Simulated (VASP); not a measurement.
# TiAl (P4/mmm) in VASP: notebook

Runs on TiAl. Level: r2SCAN. Tasks: single point.

Program: VASP 6.6.1. These are calculated values, not measurements. Logs are shortened: lines on timing, memory, paths and dates and some standing lists are left out, and cuts for length are marked.

### 1 The cell of the first run

Symmetry: P4/mmm, No. 123, tetragonal system. The conventional cell has a = 2.692 Å, b = 2.692 Å, c = 3.894 Å, α = 90.00°, β = 90.00°, γ = 90.00°. Ti (site symmetry 4/mmm) has 4 Ti at 2.69 Å and 8 Al at 2.72 Å within 3.5 Å. Within 3.5 Å of Al (site symmetry 4/mmm) lie 4 Al at 2.69 Å and 8 Ti at 2.72 Å.

### 2 Single point, r2SCAN

File POSCAR:

```
TiAl
1.0
    2.6921525339      0.0000000000      0.0000000000
    0.0000000000      2.6921525339      0.0000000000
    0.0000000000      0.0000000000      3.8937709617
Ti Al
1 1
Direct
    0.5000000000      0.5000000000      0.5000000000
    0.0000000000      0.0000000000      0.0000000000
```

File INCAR.step1:

```
SYSTEM = TiAl
PREC     = Accurate       ! precision mode
ENCUT    = 520            ! plane-wave cutoff, eV
ISMEAR   = 0              ! smearing method
SIGMA    = 0.1            ! smearing width, eV
LREAL    = .False.        ! projectors in reciprocal space
LASPH    = .True.         ! aspherical terms in the spheres
NELM     = 60             ! most SCF steps
NBANDS   = 14             ! bands
GGA      = PE             ! functional
ALGO     = Normal         ! electronic algorithm
EDIFF    = 1E-4           ! SCF threshold, eV
LWAVE    = .True.         ! write WAVECAR
LCHARG   = .False.        ! write CHGCAR
```

File INCAR.step2:

```
SYSTEM = TiAl
PREC     = Accurate       ! precision mode
ENCUT    = 520            ! plane-wave cutoff, eV
EDIFF    = 1E-7           ! SCF threshold, eV
ISMEAR   = 0              ! smearing method
SIGMA    = 0.1            ! smearing width, eV
LREAL    = .False.        ! projectors in reciprocal space
LASPH    = .True.         ! aspherical terms in the spheres
NELM     = 60             ! most SCF steps
ALGO     = Normal         ! electronic algorithm
ISIF     = 2              ! what is computed and relaxed
LWAVE    = .False.        ! write WAVECAR
LCHARG   = .False.        ! write CHGCAR
METAGGA  = R2SCAN         ! meta-GGA
LMIXTAU  = .True.       
NBANDS   = 14             ! bands
ISTART   = 1
```

File KPOINTS:

```
Automatic mesh
0
Gamma
  14 14 10
  0 0 0
```

Potentials or basis: VASP PAW PBE potentials, release 64 (Ti_sv, Al).

On the command line:

```
cat potpaw_PBE.64/Ti_sv/POTCAR potpaw_PBE.64/Al/POTCAR > POTCAR
cp INCAR.step1 INCAR
mpirun -np 1 vasp_std > vasp.out
cp INCAR.step2 INCAR
mpirun -np 1 vasp_std > vasp.out
```

OUTCAR:

```text
SYSTEM = TiAl
   PREC = Accurate
   ENCUT = 520
   EDIFF = 1E-7
   ISMEAR = 0
   LREAL = .False.
   LASPH = .True.
   NELM = 60
   ISIF = 2
   METAGGA = R2SCAN
   ISTART = 1

 ion  position               nearest neighbor table
   1  0.500  0.500  0.500-   2 2.72   2 2.72   2 2.72   2 2.72   2 2.72   2 2.72   2 2.72   2 2.72

   2  0.000  0.000  0.000-   1 2.72   1 2.72   1 2.72   1 2.72   1 2.72   1 2.72   1 2.72   1 2.72

  LATTYP: Found a simple tetragonal cell.
 ALAT       =     2.6921525339
 C/A-ratio  =     1.4463411388

  Lattice vectors:

 A1 = (   2.6921525339,   0.0000000000,   0.0000000000)
 A2 = (   0.0000000000,   2.6921525339,   0.0000000000)
 A3 = (   0.0000000000,   0.0000000000,   3.8937709617)

Analysis of symmetry for initial positions (statically):
=====================================================================
 Subroutine PRICEL returns:
 Original cell was already a primitive cell.

 Routine SETGRP: Setting up the symmetry group for a
 simple tetragonal supercell.

 Subroutine GETGRP returns: Found 16 space group operations
 (whereof 16 operations were pure point group operations)
 out of a pool of 16 trial point group operations.

The static configuration has the point symmetry D_4h.

Analysis of symmetry for dynamics (positions and initial velocities):
=====================================================================
 Subroutine PRICEL returns:
 Original cell was already a primitive cell.

 Routine SETGRP: Setting up the symmetry group for a
 simple tetragonal supercell.

 Subroutine GETGRP returns: Found 16 space group operations
 (whereof 16 operations were pure point group operations)
 out of a pool of 16 trial point group operations.

The dynamic configuration has the point symmetry D_4h.

 Subroutine INISYM returns: Found 16 space group operations
 (whereof 16 operations are pure point group operations),
 and found     1 'primitive' translations

----------------------------------------------------------------------------------------

                                     Primitive cell

  volume of cell :      28.2208

  direct lattice vectors                    reciprocal lattice vectors
     2.692152534  0.000000000  0.000000000     0.371449978  0.000000000  0.000000000
     0.000000000  2.692152534  0.000000000     0.000000000  0.371449978  0.000000000
     0.000000000  0.000000000  3.893770962     0.000000000  0.000000000  0.256820447

  length of vectors
     2.692152534  2.692152534  3.893770962     0.371449978  0.371449978  0.256820447

  position of ions in fractional coordinates (direct lattice)
     0.500000000  0.500000000  0.500000000
     0.000000000  0.000000000  0.000000000

  ion indices of the primitive-cell ions
   primitive index   ion index
                 1           1
                 2           2

----------------------------------------------------------------------------------------

 KPOINTS: Automatic mesh

Automatic generation of k-mesh.
 Grid dimensions read from file:
 generate k-points for:   14   14   10

 Generating k-lattice:

  Cartesian coordinates                     Fractional coordinates (reciprocal lattice)
     0.026532141  0.000000000  0.000000000     0.071428571  0.000000000  0.000000000
     0.000000000  0.026532141  0.000000000     0.000000000  0.071428571  0.000000000
     0.000000000  0.000000000  0.025682045     0.000000000  0.000000000  0.100000000

  Length of vectors
     0.026532141  0.026532141  0.025682045

  Shift w.r.t. Gamma in fractional coordinates (k-lattice)
     0.000000000  0.000000000  0.000000000

 Subroutine IBZKPT returns following result:
 ===========================================

 Found    216 irreducible k-points:

 Following reciprocal coordinates:
            Coordinates               Weight
  0.000000  0.000000  0.000000      1.000000
  0.071429  0.000000  0.000000      4.000000
  0.142857  0.000000  0.000000      4.000000
  0.214286  0.000000  0.000000      4.000000
  0.285714  0.000000  0.000000      4.000000
  0.357143  0.000000  0.000000      4.000000
[... 16 lines left out ...]
  0.285714  0.214286  0.000000      8.000000
  0.357143  0.214286  0.000000      8.000000
 [... further k-points ...]
   k-points           NKPTS =    216   k-points in BZ     NKDIM =    216   number of bands    NBANDS=     14
   number of dos      NEDOS =    301   number of ions     NIONS =      2
   total plane-waves  NPLWV =  12000
   dimension x,y,z NGX =    20 NGY =   20 NGZ =   30
   dimension x,y,z NGXF=    40 NGYF=   40 NGZF=   60
   ions per type =               1   1
   NGX,Y,Z   is equivalent  to a cutoff of  12.35, 12.35, 12.81 a.u.
   NGXF,Y,Z  is equivalent  to a cutoff of  24.70, 24.70, 25.62 a.u.
 SYSTEM =  TiAl
   PREC   = accura    normal or accurate (medium, high low for compatibility)
   ISTART =      1    job   : 0-new  1-cont  2-samecut
   ICHARG =      0    charge: 1-file 2-atom 10-const
   ISPIN  =      1    spin polarized calculation?
   LNONCOLLINEAR =      F non collinear calculations
   LSORBIT =      F    spin-orbit coupling
   LASPH  =      T    aspherical Exc in radial PAW
   ENCUT  =  520.0 eV  38.22 Ry    6.18 a.u.   5.01  5.01  7.24*2*pi/ulx,y,z
   NELM   =     60;   NELMIN=  2; NELMDL=  0     # of ELM steps
   EDIFF  = 0.1E-06   stopping-criterion for ELM
   LREAL  =      F    real-space projection
   EDIFFG = 0.1E-05   stopping-criterion for IOM
   NSW    =      0    number of steps for IOM
   IBRION =     -1    ionic relax: 0-MD 1-quasi-New 2-CG
   NFREE  =      0    steps in history (QN), initial steepest desc. (CG)
   ISIF   =      2    stress and relaxation
   ISYM   =      2    0-nonsym 1-usesym 2-fastsym
   POTIM  = 0.5000    time-step for ionic-motion
   TEBEG  =    0.0;   TEEND  =   0.0 temperature during run
   PSTRESS=    0.0 pullay stress
   NELECT =      15.0000    total number of electrons
   NUPDOWN=      -1.0000    fix difference up-down
   EMIN   =  10.00;   EMAX   =-10.00  energy-range for DOS
   EFERMI =   0.00;   METHOD = LEGACY
   ISMEAR =     0;   SIGMA  =   0.10  broadening in eV -4-tet -1-fermi 0-gaus
   EFERMI_NEDOS =   21; number of points for ismear=-14 and -15
   IALGO  =     38    algorithm
   IMIX   =      4    mixing-type and parameters
     AMIX     =   0.40;   BMIX     =  1.00
     AMIX_MAG =   1.60;   BMIX_MAG =  1.00
  volume/ion in A,a.u.               =      14.11        95.22
  Fermi-wavevector in a.u.,A,eV,Ry     =   1.326118  2.505999 23.927037  1.758588
  Thomas-Fermi vector in A             =   2.455528
   LORBIT       =      0    0 simple, 1 ext, 2 COOP (PROOUT), +10 PAW based schemes
   METAGGA = R2SCAN    functional components
   LHFCALC =     F    Hartree Fock is set to
   AEXX    =    0.0000 exact exchange contribution
   IVDW    =     0    specifies the selected vdW correction
   LEPSILON=     F    determine dielectric tensor
   LRPA    =     F    only Hartree local field effects (RPA)
 non-spin polarized calculation
 Gauss-broadening in eV      SIGMA  =   0.10
  energy-cutoff  :      520.00
  volume of cell :       28.22
 maximum number of plane-waves:       776
   NGX = 11   NGY = 11   NGZ = 15

 number of electron      15.0000004 magnetization

 Free energy of the ion-electron system (eV)
  ---------------------------------------------------
  ext. energy  EPLUGINS =         0.00000000
  ---------------------------------------------------
  free energy    TOTEN  =       -20.37006561 eV

  energy without entropy =      -20.36375535  energy(sigma->0) =      -20.36691048

 E-fermi :   9.8490     XC(G=0): -12.5050

 val. band max:        9.8295194080   @ k =   0.5000   0.4286   0.2000
 cond. band min:       9.8608818859   @ k =   0.4286   0.1429   0.3000
 fundamental gap:      0.0313624779
 Fermi energy:         9.8490042732

 k-point     1 :       0.0000    0.0000    0.0000
  band No.  band energies     occupation
      1     -48.7919      2.00000
      2     -24.1870      2.00000
      3     -23.5748      2.00000
      4     -23.5748      2.00000
      5      -0.3887      2.00000
      6       7.5794      2.00000
      7       8.6823      2.00000
      8       9.5216      2.00000
      9      12.6058      0.00000
     10      12.6058      0.00000
     11      14.1673      0.00000
     12      17.4901      0.00000
     13      19.9136      0.00000
     14      19.9136      0.00000

 k-point     2 :       0.0714    0.0000    0.0000
  band No.  band energies     occupation
      1     -48.7867      2.00000
      2     -24.1820      2.00000
      3     -23.6150      2.00000
      4     -23.5714      2.00000
      5      -0.2708      2.00000
      6       7.6777      2.00000
      7       8.7359      2.00000
      8       9.4054      2.00000
      9      12.6279      0.00000
     10      12.7291      0.00000
     11      14.0381      0.00000
     12      17.4804      0.00000
     13      18.0828      0.00000
     14      20.0676      0.00000

 k-point     3 :       0.1429    0.0000    0.0000
  band No.  band energies     occupation
      1     -48.7719      2.00000
      2     -24.1680      2.00000
      3     -23.7270      2.00000
      4     -23.5618      2.00000
      5       0.0788      2.00000
      6       7.9451      2.00000
      7       8.8587      2.00000
      8       9.1068      2.00000
      9      12.6907      0.00000
     10      13.0636      0.00000
     11      13.7020      0.00000
     12      16.2706      0.00000
     13      17.4412      0.00000
     14      20.4936      0.00000

 k-point     4 :       0.2143    0.0000    0.0000
  band No.  band energies     occupation
      1     -48.7505      2.00000
      2     -24.1476      2.00000
      3     -23.8864      2.00000
      4     -23.5480      2.00000
      5       0.6486      2.00000
      6       8.2996      2.00000
      7       8.7237      2.00000
      8       8.9005      2.00000
      9      12.7830      0.00000
     10      13.2677      0.00000
     11      13.5482      0.00000
     12      14.8233      0.00000
     13      17.3428      0.00000
     14      21.1237      0.00000

 k-point     5 :       0.2857    0.0000    0.0000
  band No.  band energies     occupation
      1     -48.7266      2.00000
      2     -24.1248      2.00000
      3     -24.0602      2.00000
      4     -23.5327      2.00000
      5       1.4228      2.00000
      6       8.3303      2.00000
      7       8.3424      2.00000
      8       8.8677      2.00000
      9      12.8368      0.00000
     10      12.8879      0.00000
     11      14.1149      0.00000
[... 276 lines left out ...]
 k-point    22 :       0.2143    0.2143    0.0000
  band No.  band energies     occupation
      1     -48.7099      2.00000
      2     -24.1094      2.00000
      3     -23.8653      2.00000
      4     -23.8373      2.00000
      5       1.6362      2.00000
      6       8.6963      2.00000
      7       8.7651      2.00000
      8       9.4661      2.00000
      9      11.2579      0.00000
     10      12.2720      0.00000
     11      14.5596      0.00000
     12      15.5166      0.00000
     13      17.3619      0.00000
     14      17.8583      0.00000

 k-point    23 :       0.2857    0.2143    0.0000
  band No.  band energies     occupation
      1     -48.6864      2.00000
      2     -24.0874      2.00000
      3     -24.0216      2.00000
      4     -23.8301      2.00000
      5       2.3714      2.00000
      6       8.5685      2.00000
      7       8.6699      2.00000
      8       9.5931      1.99970
      9      11.0305      0.00000
     10      11.9938      0.00000
     11      14.1406      0.00000
     12      16.2418      0.00000
     13      17.4418      0.00000
     14      18.0046      0.00000

 k-point    24 :       0.3571    0.2143    0.0000
  band No.  band energies     occupation
      1     -48.6652      2.00000
      2     -24.1711      2.00000
      3     -24.0675      2.00000
      4     -23.8125      2.00000
      5       3.2799      2.00000
      6       7.8260      2.00000
      7       8.5075      2.00000
      8       9.8283      1.23009
      9      11.0053      0.00000
     10      11.6003      0.00000
     11      14.2701      0.00000
     12      16.9668      0.00000
     13      17.9818      0.00000
     14      18.1580      0.00000

 [... further k-points ...]
[... 5 lines left out ...]
  --------------------------------------------------------------------------------------
  -------------------------------------------------------------------------------------
  Total        3.5666495      3.5666495      3.5609110      0.0000000     -0.0000000      0.0000000
  in kB      202.4889290    202.4889290    202.1631373      0.0000000     -0.0000000      0.0000000
  external PRESSURE =     202.3803318 kB  Pullay stress =       0.0000000 kB

 VOLUME and BASIS-vectors are now :
 -----------------------------------------------------------------------------
  energy-cutoff  :      520.00
  volume of cell :       28.22
      direct lattice vectors                 reciprocal lattice vectors
     2.692152534  0.000000000  0.000000000     0.371449978  0.000000000  0.000000000
     0.000000000  2.692152534  0.000000000     0.000000000  0.371449978  0.000000000
     0.000000000  0.000000000  3.893770962     0.000000000  0.000000000  0.256820447

 POSITION                                       TOTAL-FORCE (eV/Angst)
 -----------------------------------------------------------------------------------
      1.34608      1.34608      1.94689         0.000000      0.000000      0.000000
      0.00000      0.00000      0.00000         0.000000      0.000000      0.000000
 -----------------------------------------------------------------------------------
    total drift:                               -0.000000      0.000000      0.000000

  FREE ENERGIE OF THE ION-ELECTRON SYSTEM (eV)
  ---------------------------------------------------
  free  energy   TOTEN  =       -20.3700656140 eV

  energy  without entropy=      -20.3637553544  energy(sigma->0) =      -20.36691048
```

Run time: 2.8 min. Hardware: 1 thread of Intel Xeon 6975P-C, shared host; peak memory 0.21 GiB.

Results:

* Free energy: -20.3701 eV
* Pressure: 20.2 GPa

Caveat: the PAW data sets were made with another functional, which shifts forces and pressure a little.

### 3 Single point, r2SCAN

This run uses another cell than the first one, of 14.94 Å³/atom, 1.059 times its volume.

File POSCAR:

```
TiAl
1.0
    2.7438773458      0.0000000000      0.0000000000
    0.0000000000      2.7438773458      0.0000000000
    0.0000000000      0.0000000000      3.9688958218
Ti Al
1 1
Direct
    0.5000000000      0.5000000000      0.5000000000
    0.0000000000      0.0000000000      0.0000000000
```

File INCAR.step1:

```
SYSTEM = TiAl
PREC     = Accurate       ! precision mode
ENCUT    = 520            ! plane-wave cutoff, eV
ISMEAR   = 0              ! smearing method
SIGMA    = 0.1            ! smearing width, eV
LREAL    = .FALSE.        ! projectors in reciprocal space
LASPH    = .TRUE.         ! aspherical terms in the spheres
NELM     = 80             ! most SCF steps
NBANDS   = 14             ! bands
GGA      = PE             ! functional
ALGO     = Normal         ! electronic algorithm
EDIFF    = 1E-4           ! SCF threshold, eV
LWAVE    = .TRUE.         ! write WAVECAR
LCHARG   = .FALSE.        ! write CHGCAR
```

File INCAR.step2:

```
SYSTEM = TiAl
PREC     = Accurate       ! precision mode
ENCUT    = 520            ! plane-wave cutoff, eV
EDIFF    = 1E-6           ! SCF threshold, eV
ISMEAR   = 0              ! smearing method
SIGMA    = 0.1            ! smearing width, eV
LREAL    = .FALSE.        ! projectors in reciprocal space
LASPH    = .TRUE.         ! aspherical terms in the spheres
NELM     = 80             ! most SCF steps
ALGO     = Normal         ! electronic algorithm
ISIF     = 2              ! what is computed and relaxed
LWAVE    = .FALSE.        ! write WAVECAR
LCHARG   = .FALSE.        ! write CHGCAR
METAGGA  = R2SCAN         ! meta-GGA
LMIXTAU  = .TRUE.       
NBANDS   = 14             ! bands
ISTART   = 1
```

File KPOINTS:

```
regular mesh
0
G
  14 14 10
  0 0 0
```

Potentials or basis: VASP PAW PBE potentials, release 64 (Ti_sv, Al).

On the command line:

```
cat potpaw_PBE.64/Ti_sv/POTCAR potpaw_PBE.64/Al/POTCAR > POTCAR
cp INCAR.step1 INCAR
mpirun -np 1 vasp_std > vasp.out
cp INCAR.step2 INCAR
mpirun -np 1 vasp_std > vasp.out
```

Run time: 2.9 min. Hardware: 1 thread of Intel Xeon 6975P-C, shared host; peak memory 0.21 GiB.

The run converged. Its results:

- Free energy: -20.5263 eV
- Pressure: 10.2 GPa

Levels at points of the mesh, in eV from the Fermi level:
```
           k point  band 5  band 6  band 7  band 8  band 9  band 10  band 11  band 12
(0.00, 0.00, 0.00)   -9.98   -2.15   -1.08   -0.44    2.59     2.59     4.05     7.16
(0.50, 0.00, 0.00)   -5.12   -4.85   -1.97   -0.29    2.21     3.02     5.03     5.53
(0.50, 0.50, 0.00)   -3.52   -0.52   -0.52   -0.52   -0.27    -0.27     4.83     6.37
(0.00, 0.00, 0.50)   -8.33   -5.82   -0.88    0.81    2.19     2.19     4.06     8.43
(0.50, 0.00, 0.50)   -5.37   -3.41   -1.33   -1.30    1.69     2.26     2.74     4.60
(0.50, 0.50, 0.50)   -2.88   -2.59   -2.59    2.62    2.63     2.69     4.63     4.63
```

Caveat: the PAW data sets were made with another functional, which shifts forces and pressure a little.
